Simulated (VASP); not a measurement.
Write the native input for VASP 6.6.1 that does the following.

```yaml
Task: single point
Functional: HSE06
Potentials_or_basis: VASP PAW PBE potentials, release 64 (Li_sv, F)
Cutoff: 520 eV
k_mesh: 6 × 6 × 2
Occupations: gaussian, width 0.01 eV
Spin: no spin polarisation
Dipole_correction: no
Grid_for_exact_exchange_PRECFOCK: Normal
Further_INCAR_settings: ALGO = Normal; EDIFF = 1e-07; NBANDS = 18
Share_of_exact_exchange: 0.25
Screening_parameter: 0.2079 1/Å
```

Crystal: LiF.

```
CELL_PARAMETERS angstrom
2.77571 0.00000 0.00000
-1.38785 2.40383 0.00000
0.00000 0.00000 4.78269
ATOMIC_POSITIONS crystal
Li 0.00000 0.00000 0.00000
Li 0.00000 0.00000 0.50000
F 0.33333 0.66667 0.25000
F 0.66667 0.33333 0.75000
```

These files were run (other wordings do the same):

POSCAR

```
LiF
1.0
    2.7757075659      0.0000000000      0.0000000000
   -1.3878537829      2.4038332655      0.0000000000
    0.0000000000      0.0000000000      4.7826938440
Li F
2 2
Direct
    0.0000000000      0.0000000000      0.0000000000
    0.0000000000      0.0000000000      0.5000000000
    0.3333333333      0.6666666667      0.2500000000
    0.6666666667      0.3333333333      0.7500000000
```

INCAR.step1

```
SYSTEM = LiF
PREC = Accurate ; ENCUT = 520
EDIFF = 1E-5 ; ISMEAR = 0
SIGMA = 0.01 ; LREAL = .False.
LASPH = .True. ; NELM = 60
ALGO = Normal ; ISIF = 2
LWAVE = .True. ; LCHARG = .False.
NBANDS = 18 ; GGA = PE
```

INCAR.step2

```
SYSTEM = LiF
PREC = Accurate ; ENCUT = 520
EDIFF = 1E-7 ; ISMEAR = 0
SIGMA = 0.01 ; LREAL = .False.
LASPH = .True. ; NELM = 60
ALGO = Normal ; ISIF = 2
LWAVE = .False. ; LCHARG = .False.
GGA = PE ; LHFCALC = .True.
HFSCREEN = 0.2079 ; PRECFOCK = Normal
NBANDS = 18 ; ISTART = 1
```

KPOINTS

```
regular mesh
0
Gamma
  6 6 2
  0 0 0
```

Potentials or basis: VASP PAW PBE potentials, release 64 (Li_sv, F).

Command:

```bash
$ cat potpaw_PBE.64/Li_sv/POTCAR potpaw_PBE.64/F/POTCAR > POTCAR
$ cp INCAR.step1 INCAR
$ mpirun -np 1 vasp_std > vasp.out
$ cp INCAR.step2 INCAR
$ mpirun -np 1 vasp_std > vasp.out
```

Results of the run:

```
Band gap on the k mesh : 11.53 eV
```

Caveat: the k points lie up to 0.66 Å⁻¹ apart.

Wall time 4.2 min on 1 thread of Intel(R) Xeon(R) 6975P-C (Granite Rapids), on a shared host, peak memory 0.25 GiB.
